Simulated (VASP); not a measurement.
# CoSi2 (I4mm) in VASP: notebook

The runs below take CoSi2 through single point, with PBEsol.

Program: VASP 6.6.1. These are calculated values, not measurements. Logs are shortened: lines on timing, memory, paths and dates and some standing lists are left out, and cuts for length are marked.

### 1 The cell of the first run

It takes space group I4mm (No. 107, tetragonal). The conventional cell has a = 3.757 Å, b = 3.757 Å, c = 5.313 Å, α = 90.00°, β = 90.00°, γ = 90.00°. Within 2.9 Å of Co (site symmetry 4mm) lie 8 Si at 2.19 to 2.42 Å. Within 2.9 Å of Si (site symmetry 2mm) lie 4 Co at 2.19 to 2.42 Å and 6 Si at 2.66 Å.

### 2 Single point, PBEsol (all Si atoms moved -0.200 Å, as atom 2 along Cartesian [0 1 0])

Contents of INCAR:

```
PREC     = Accurate       # precision mode
ENCUT    = 520            # plane-wave cutoff, eV
EDIFF    = 1E-6           # SCF threshold, eV
ISMEAR   = 0              # smearing method
SIGMA    = 0.15           # smearing width, eV
LREAL    = F              # projectors in reciprocal space
LASPH    = T              # aspherical terms in the spheres
NELM     = 60             # most SCF steps
ALGO     = Normal         # electronic algorithm
ISIF     = 2              # what is computed and relaxed
LWAVE    = F              # write WAVECAR
LCHARG   = F              # write CHGCAR
GGA      = PS             # functional
NBANDS   = 16             # bands
```

Contents of KPOINTS:

```
Automatic mesh
0
Gamma
  16 16 16
```

Contents of POSCAR:

```
CoSi2
1.0
    0.0000000000      2.6562539720      2.6562539720
    2.6562539720      0.0000000000      2.6562539720
    2.6562539720      2.6562539720      0.0000000000
Co Si
1 2
Direct
    0.0000000000      0.0000000000      0.0000000000
    0.2123529975      0.2876470025      0.2123529975
    0.7123529975      0.7876470025      0.7123529975
```

Potentials or basis: VASP PAW PBE potentials, release 64 (Co, Si).

On the command line:

```bash
$ cat potpaw_PBE.64/Co/POTCAR potpaw_PBE.64/Si/POTCAR > POTCAR
$ mpirun -np 1 vasp_std > vasp.out
```

OUTCAR:

```text
PREC = Accurate
   ENCUT = 520
   EDIFF = 1E-6
   ISMEAR = 0
   LREAL = F
   LASPH = T
   NELM = 60
   ISIF = 2
   GGA = PS

 ion  position               nearest neighbor table
   1  0.000  0.000  0.000-   3 2.19   3 2.19   2 2.19   2 2.19   3 2.42   2 2.42   3 2.42   2 2.42

   2  0.212  0.288  0.212-   1 2.19   1 2.19   1 2.42   1 2.42   3 2.66   3 2.66   3 2.66   3 2.66
                             3 2.66   3 2.66
   3  0.712  0.788  0.712-   1 2.19   1 2.19   1 2.42   1 2.42   2 2.66   2 2.66   2 2.66   2 2.66
                             2 2.66   2 2.66

  LATTYP: Found a face centered cubic cell.
 ALAT       =     5.3125079440

  Lattice vectors:

 A1 = (   0.0000000000,   2.6562539720,   2.6562539720)
 A2 = (   2.6562539720,   0.0000000000,   2.6562539720)
 A3 = (   2.6562539720,   2.6562539720,   0.0000000000)

Analysis of symmetry for initial positions (statically):
=====================================================================
 Subroutine PRICEL returns:
 Original cell was already a primitive cell.

 Routine SETGRP: Setting up the symmetry group for a
 face centered cubic supercell.

 Subroutine GETGRP returns: Found  8 space group operations
 (whereof  8 operations were pure point group operations)
 out of a pool of 48 trial point group operations.

The static configuration has the point symmetry C_4v.

Analysis of symmetry for dynamics (positions and initial velocities):
=====================================================================
 Subroutine PRICEL returns:
 Original cell was already a primitive cell.

 Routine SETGRP: Setting up the symmetry group for a
 face centered cubic supercell.

 Subroutine GETGRP returns: Found  8 space group operations
 (whereof  8 operations were pure point group operations)
 out of a pool of 48 trial point group operations.

The dynamic configuration has the point symmetry C_4v.

 Subroutine INISYM returns: Found  8 space group operations
 (whereof  8 operations are pure point group operations),
 and found     1 'primitive' translations

----------------------------------------------------------------------------------------

                                     Primitive cell

  volume of cell :      37.4834

  direct lattice vectors                    reciprocal lattice vectors
     0.000000000  2.656253972  2.656253972    -0.188235013  0.188235013  0.188235013
     2.656253972  0.000000000  2.656253972     0.188235013 -0.188235013  0.188235013
     2.656253972  2.656253972  0.000000000     0.188235013  0.188235013 -0.188235013

  length of vectors
     3.756510392  3.756510392  3.756510392     0.326032606  0.326032606  0.326032606

  position of ions in fractional coordinates (direct lattice)
     0.000000000  0.000000000  0.000000000
     0.212352997  0.287647003  0.212352997
     0.712352997  0.787647003  0.712352997

  ion indices of the primitive-cell ions
   primitive index   ion index
                 1           1
                 2           2
                 3           3

----------------------------------------------------------------------------------------

 KPOINTS: Automatic mesh

Automatic generation of k-mesh.
 Grid dimensions read from file:
 generate k-points for:   16   16   16

 Generating k-lattice:

  Cartesian coordinates                     Fractional coordinates (reciprocal lattice)
    -0.011764688  0.011764688  0.011764688     0.062500000  0.000000000  0.000000000
     0.011764688 -0.011764688  0.011764688     0.000000000  0.062500000  0.000000000
     0.011764688  0.011764688 -0.011764688     0.000000000  0.000000000  0.062500000

  Length of vectors
     0.020377038  0.020377038  0.020377038

  Shift w.r.t. Gamma in fractional coordinates (k-lattice)
     0.000000000  0.000000000  0.000000000

 Subroutine IBZKPT returns following result:
 ===========================================

 Found    349 irreducible k-points:

 Following reciprocal coordinates:
            Coordinates               Weight
  0.000000  0.000000  0.000000      1.000000
  0.062500  0.000000  0.000000      8.000000
  0.125000  0.000000  0.000000      8.000000
  0.187500  0.000000  0.000000      8.000000
  0.250000  0.000000  0.000000      8.000000
  0.312500  0.000000  0.000000      8.000000
[... 16 lines left out ...]
  0.062500  0.000000  0.437500      8.000000
  0.500000  0.062500  0.000000     16.000000
 [... further k-points ...]
   k-points           NKPTS =    349   k-points in BZ     NKDIM =    349   number of bands    NBANDS=     16
   number of dos      NEDOS =    301   number of ions     NIONS =      3
   total plane-waves  NPLWV =  21952
   dimension x,y,z NGX =    28 NGY =   28 NGZ =   28
   dimension x,y,z NGXF=    56 NGYF=   56 NGZF=   56
   ions per type =               1   2
   NGX,Y,Z   is equivalent  to a cutoff of  12.39, 12.39, 12.39 a.u.
   NGXF,Y,Z  is equivalent  to a cutoff of  24.78, 24.78, 24.78 a.u.
 SYSTEM =  unknown system
[... 62 lines left out ...]
 Fermi energy:        10.3379885876

 k-point     1 :       0.0000    0.0000    0.0000
  band No.  band energies     occupation
      1      -2.9746      2.00000
      2       6.0578      2.00000
      3       6.1565      2.00000
      4       6.1565      2.00000
      5       8.2548      2.00000
      6       8.3039      2.00000
[... 8 lines left out ...]
     15      16.1605      0.00000
     16      16.1839      0.00000

 k-point     2 :       0.0625    0.0000    0.0000
  band No.  band energies     occupation
      1      -2.9141      2.00000
      2       5.9590      2.00000
      3       6.1354      2.00000
      4       6.1774      2.00000
      5       8.2348      2.00000
      6       8.2854      2.00000
[... 8 lines left out ...]
     15      15.9521      0.00000
     16      16.2033      0.00000

 k-point     3 :       0.1250    0.0000    0.0000
  band No.  band energies     occupation
      1      -2.7331      2.00000
      2       5.5717      2.00000
      3       6.1870      2.00000
      4       6.2369      2.00000
      5       8.1840      2.00000
      6       8.2385      2.00000
[... 8 lines left out ...]
     15      15.8490      0.00000
     16      16.2796      0.00000

 k-point     4 :       0.1875    0.0000    0.0000
  band No.  band energies     occupation
      1      -2.4337      2.00000
      2       4.9732      2.00000
      3       6.2782      2.00000
      4       6.3252      2.00000
      5       8.1267      2.00000
      6       8.1863      2.00000
[... 8 lines left out ...]
     15      16.2755      0.00000
     16      17.1326      0.00000

 k-point     5 :       0.2500    0.0000    0.0000
  band No.  band energies     occupation
      1      -2.0193      2.00000
      2       4.2238      2.00000
      3       6.3849      2.00000
      4       6.4244      2.00000
      5       8.0968      2.00000
      6       8.1613      2.00000
[... 8 lines left out ...]
     15      17.1052      0.00000
     16      18.0077      0.00000

 k-point     6 :       0.3125    0.0000    0.0000
  band No.  band energies     occupation
      1      -1.4955      2.00000
      2       3.3751      2.00000
      3       6.4839      2.00000
      4       6.5118      2.00000
      5       8.1274      2.00000
      6       8.1935      2.00000
[... 8 lines left out ...]
     15      18.0903      0.00000
     16      18.9125      0.00000
[... 267 lines left out ...]
 k-point    21 :       0.0625    0.0000    0.3750
  band No.  band energies     occupation
      1      -1.0388      2.00000
      2       2.8087      2.00000
      3       6.4826      2.00000
      4       6.5391      2.00000
      5       7.9464      2.00000
      6       8.3547      2.00000
[... 8 lines left out ...]
     15      19.4897      0.00000
     16      20.0333      0.00000

 k-point    22 :       0.4375    0.0625    0.0000
  band No.  band energies     occupation
      1      -0.3572      2.00000
      2       1.9257      2.00000
      3       6.5418      2.00000
      4       6.5582      2.00000
      5       7.9804      2.00000
      6       8.2342      2.00000
[... 8 lines left out ...]
     15      20.5098      0.00000
     16      21.0444      0.00000

 k-point    23 :       0.0625    0.0000    0.4375
  band No.  band energies     occupation
      1      -0.3578      2.00000
      2       1.9233      2.00000
      3       6.5490      2.00000
      4       6.5493      2.00000
      5       7.9281      2.00000
      6       8.3941      2.00000
[... 8 lines left out ...]
     15      20.4895      0.00000
     16      21.0312      0.00000

 k-point    24 :       0.5000    0.0625    0.0000
  band No.  band energies     occupation
      1       0.3459      2.00000
      2       1.1220      2.00000
      3       6.5170      2.00000
      4       6.6086      2.00000
      5       7.9010      2.00000
      6       8.3449      2.00000
[... 8 lines left out ...]
     15      20.8738      0.00000
     16      21.4598      0.00000

 [... further k-points ...]

------------------------ aborting loop because EDIFF is reached ----------------------------------------

  FORCE on cell =-STRESS in cart. coord.  units (eV):
  Direction    XX          YY          ZZ          XY          YZ          ZX
  --------------------------------------------------------------------------------------
  -------------------------------------------------------------------------------------
  Total        0.9924822      0.5061107      0.9924822      0.0000000      0.0000000      0.0000000
  in kB       42.4223294     21.6330269     42.4223294      0.0000000      0.0000000      0.0000000
  external PRESSURE =      35.4925619 kB  Pullay stress =       0.0000000 kB

 VOLUME and BASIS-vectors are now :
 -----------------------------------------------------------------------------
  energy-cutoff  :      520.00
  volume of cell :       37.48
      direct lattice vectors                 reciprocal lattice vectors
     0.000000000  2.656253972  2.656253972    -0.188235013  0.188235013  0.188235013
     2.656253972  0.000000000  2.656253972     0.188235013 -0.188235013  0.188235013
     2.656253972  2.656253972  0.000000000     0.188235013  0.188235013 -0.188235013

 POSITION                                       TOTAL-FORCE (eV/Angst)
 -----------------------------------------------------------------------------------
      0.00000      0.00000      0.00000         0.000000     -2.522683      0.000000
      1.32813      1.12813      1.32813         0.000000      1.261341      0.000000
      3.98438      3.78438      3.98438         0.000000      1.261341      0.000000
 -----------------------------------------------------------------------------------
    total drift:                                0.000002     -0.000125      0.000001

  FREE ENERGIE OF THE ION-ELECTRON SYSTEM (eV)
  ---------------------------------------------------
  free  energy   TOTEN  =       -20.7350345011 eV

  energy  without entropy=      -20.7236413915  energy(sigma->0) =      -20.72933795
```

It took 4.2 min on 1 thread of Intel Xeon 8259CL, shared host; peak memory 0.32 GiB.

Results:

* Free energy: -20.7350 eV
* Pressure: 3.5 GPa
* Largest force: 2.523 eV/Å
* Band gap on the k mesh: zero (an odd number of electrons rules out a gap without spin polarisation)

Forces in eV/Å, atoms in the order of the input:
```
Co   0.000 -2.523  0.000
Si   0.000  1.261  0.000
Si   0.000  1.261  0.000
```

Caveat: the cell differs from its parent crystal (all Si atoms moved -0.200 Å, as atom 2 along Cartesian [0 1 0]); the cell stands under pressure; the PAW data sets were made with another functional, which shifts forces and pressure a little; the run has no spin polarisation, though such a crystal can be magnetic.

### 3 Single point, PBEsol (all Si atoms moved +0.150 Å, as atom 2 along Cartesian [0 1 0])

Contents of INCAR:

```
PREC = Accurate
ENCUT = 520
EDIFF = 1E-6
ISMEAR = 0
SIGMA = 0.15
LREAL = False
LASPH = True
NELM = 100
ALGO = Normal
ISIF = 2
LWAVE = False
LCHARG = True
GGA = PS
LELF = True
LVHAR = True
NBANDS = 16
```

KPOINTS is that of step 2.

Contents of POSCAR:

```
CoSi2
1.0
    0.0000000000      2.6562539720      2.6562539720
    2.6562539720      0.0000000000      2.6562539720
    2.6562539720      2.6562539720      0.0000000000
Co Si
1 2
Direct
    0.0000000000      0.0000000000      0.0000000000
    0.2782352519      0.2217647481      0.2782352519
    0.7782352519      0.7217647481      0.7782352519
```

Potentials or basis: VASP PAW PBE potentials, release 64 (Co, Si).

On the command line:

```bash
$ cat potpaw_PBE.64/Co/POTCAR potpaw_PBE.64/Si/POTCAR > POTCAR
$ mpirun -np 1 vasp_std > vasp.out
```

Run time: 5.3 min. Hardware: 1 thread of Intel Xeon 8259CL, shared host; peak memory 0.32 GiB.

Results (log left out):

```yaml
Free_energy: -20.8454 eV
Pressure: 2.0 GPa
Largest_force: 1.892 eV/Å
Band_gap_on_the_k_mesh: zero (an odd number of electrons rules out a gap without spin polarisation)
```

Forces on the atoms (eV/Å):
```
Co   0.000  1.892  0.000
Si   0.000 -0.946  0.000
Si   0.000 -0.946  0.000
```

Stress tensor (GPa, compression positive):
```
2.41 0.00 0.00
0.00 1.27 0.00
0.00 0.00 2.41
```

Levels at points of the mesh, in eV from the Fermi level:
```csv
k point,band 6,band 7,band 8,band 9,band 10,band 11,band 12,band 13
"(0.00, 0.00, 0.00)",-2.01,0.96,3.09,3.09,3.49,3.63,3.83,3.83
"(0.50, 0.00, 0.00)",-1.81,-1.74,-0.42,-0.37,2.52,3.49,3.71,4.53
"(0.50, 0.50, 0.00)",-2.11,-2.03,-1.97,-1.41,1.65,2.87,8.60,9.80
"(0.50, 0.00, 0.50)",-1.98,-1.98,-1.95,-1.44,1.64,2.85,8.69,9.81
```

Caveat: the cell differs from its parent crystal (all Si atoms moved +0.150 Å, as atom 2 along Cartesian [0 1 0]); the PAW data sets were made with another functional, which shifts forces and pressure a little; the run has no spin polarisation, though such a crystal can be magnetic.

### 4 Single point, PBEsol (all Si atoms moved +0.175 Å, as atom 2 along Cartesian [0 1 0])

Contents of INCAR:

```
PREC = Accurate ; ENCUT = 520
EDIFF = 1E-6 ; ISMEAR = 0
SIGMA = 0.15 ; LREAL = False
LASPH = True ; NELM = 80
ALGO = Normal ; ISIF = 2
LWAVE = False ; LCHARG = False
GGA = PS ; NBANDS = 16
```

KPOINTS is that of step 3.

Contents of POSCAR:

```
CoSi2
1.0
    0.0000000000      2.6562539720      2.6562539720
    2.6562539720      0.0000000000      2.6562539720
    2.6562539720      2.6562539720      0.0000000000
Co Si
1 2
Direct
    0.0000000000      0.0000000000      0.0000000000
    0.2829411272      0.2170588728      0.2829411272
    0.7829411272      0.7170588728      0.7829411272
```

On the command line:

```bash
$ cat potpaw_PBE.64/Co/POTCAR potpaw_PBE.64/Si/POTCAR > POTCAR
$ mpirun -np 1 vasp_std > vasp.out
```

Run time: 4.5 min. Hardware: 1 thread of Intel Xeon 8259CL, shared host; peak memory 0.32 GiB.

Results (log left out):

| Quantity | Value |
| --- | --- |
| Free energy | -20.7942 eV |
| Pressure | 2.7 GPa |
| Largest force | 2.208 eV/Å |
| Band gap on the k mesh | zero (an odd number of electrons rules out a gap without spin polarisation) |

Forces on the atoms (eV/Å):
```
Co   0.000  2.208  0.000
Si   0.000 -1.104  0.000
Si   0.000 -1.104  0.000
```

Stress tensor (GPa, compression positive):
```
3.27 0.00 0.00
0.00 1.70 0.00
0.00 0.00 3.27
```

Levels at points of the mesh, in eV from the Fermi level:
```csv
k point,band 5,band 6,band 7,band 8,band 9,band 10,band 11,band 12,band 13,band 14
"(0.00, 0.00, 0.00)",-2.06,-2.02,0.93,3.01,3.01,3.51,3.65,3.88,3.88,5.81
"(0.50, 0.00, 0.00)",-2.30,-1.85,-1.75,-0.41,-0.34,2.45,3.49,3.76,4.51,10.48
"(0.50, 0.50, 0.00)",-3.74,-2.15,-2.03,-1.96,-1.43,1.64,2.86,8.59,9.78,9.84
"(0.50, 0.00, 0.50)",-3.78,-1.97,-1.97,-1.94,-1.47,1.62,2.84,8.71,9.79,9.79
```

Caveat: the cell differs from its parent crystal (all Si atoms moved +0.175 Å, as atom 2 along Cartesian [0 1 0]); the PAW data sets were made with another functional, which shifts forces and pressure a little; the run has no spin polarisation, though such a crystal can be magnetic.

### 5 Single point, PBEsol (all Si atoms moved +0.125 Å, as atom 2 along Cartesian [0 1 0])

Contents of INCAR:

```
SYSTEM = CoSi2
PREC = Accurate
ENCUT = 520
EDIFF = 1E-6
ISMEAR = 0
SIGMA = 0.15
LREAL = .FALSE.
LASPH = .TRUE.
NELM = 100
ALGO = Normal
ISIF = 2
LWAVE = .FALSE.
LCHARG = .FALSE.
GGA = PS
NBANDS = 16
```

Contents of KPOINTS:

```
regular mesh
0
G
  16 16 16
  0 0 0
```

Contents of POSCAR:

```
CoSi2
1.0
    0.0000000000      2.6562539720      2.6562539720
    2.6562539720      0.0000000000      2.6562539720
    2.6562539720      2.6562539720      0.0000000000
Co Si
1 2
Direct
    0.0000000000      0.0000000000      0.0000000000
    0.2735293766      0.2264706234      0.2735293766
    0.7735293766      0.7264706234      0.7735293766
```

On the command line:

```bash
$ cat potpaw_PBE.64/Co/POTCAR potpaw_PBE.64/Si/POTCAR > POTCAR
$ mpirun -np 1 vasp_std > vasp.out
```

Wall time 4.3 min (1 thread of Intel Xeon 8259CL, shared host); peak memory 0.32 GiB.

It converged, with:

| Quantity | Value |
| --- | --- |
| Free energy | -20.8887 eV |
| Pressure | 1.4 GPa |
| Largest force | 1.577 eV/Å |
| Band gap on the k mesh | zero (an odd number of electrons rules out a gap without spin polarisation) |

Forces in eV/Å, atoms in the order of the input:
```
Co   0.000  1.577  0.000
Si   0.000 -0.788  0.000
Si   0.000 -0.788  0.000
```

Stress tensor (GPa, compression positive):
```
1.68 0.00 0.00
0.00 0.89 0.00
0.00 0.00 1.68
```

Levels at points of the mesh, in eV from the Fermi level:
```tsv
k point	band 5	band 6	band 7	band 8	band 9	band 10	band 11	band 12	band 13	band 14
(0.00, 0.00, 0.00)	-2.02	-2.00	0.98	3.16	3.16	3.48	3.60	3.78	3.78	5.79
(0.50, 0.00, 0.00)	-2.27	-1.78	-1.72	-0.43	-0.39	2.58	3.50	3.66	4.54	10.48
(0.50, 0.50, 0.00)	-3.72	-2.09	-2.03	-1.97	-1.40	1.67	2.88	8.61	9.82	9.85
(0.50, 0.00, 0.50)	-3.75	-2.00	-2.00	-1.96	-1.42	1.66	2.87	8.67	9.82	9.82
```

Caveat: the cell differs from its parent crystal (all Si atoms moved +0.125 Å, as atom 2 along Cartesian [0 1 0]); the PAW data sets were made with another functional, which shifts forces and pressure a little; the run has no spin polarisation, though such a crystal can be magnetic.

### 6 Overview

```csv
cell,gap on the mesh (eV),pressure (GPa),largest force (eV/Å)
"as given, atomic positions A",none,3.5,2.52
"as given, atomic positions B",none,2.0,1.89
"as given, atomic positions C",none,2.7,2.21
"as given, atomic positions D",none,1.4,1.58
```

Alike in all rows: task single point; level PBEsol; potentials or basis VASP PAW PBE potentials, release 64 (Co, Si); no spin polarisation; k mesh 16 × 16 × 16; cutoff (eV) 520; smearing gaussian 0.15 eV.

Caveats: the PAW data sets were made with another functional, which shifts forces and pressure a little; the run has no spin polarisation, though such a crystal can be magnetic; the cell stands under pressure (at least some runs).

Total energies depend on the potentials used, so only differences within one code and one set of settings carry meaning.
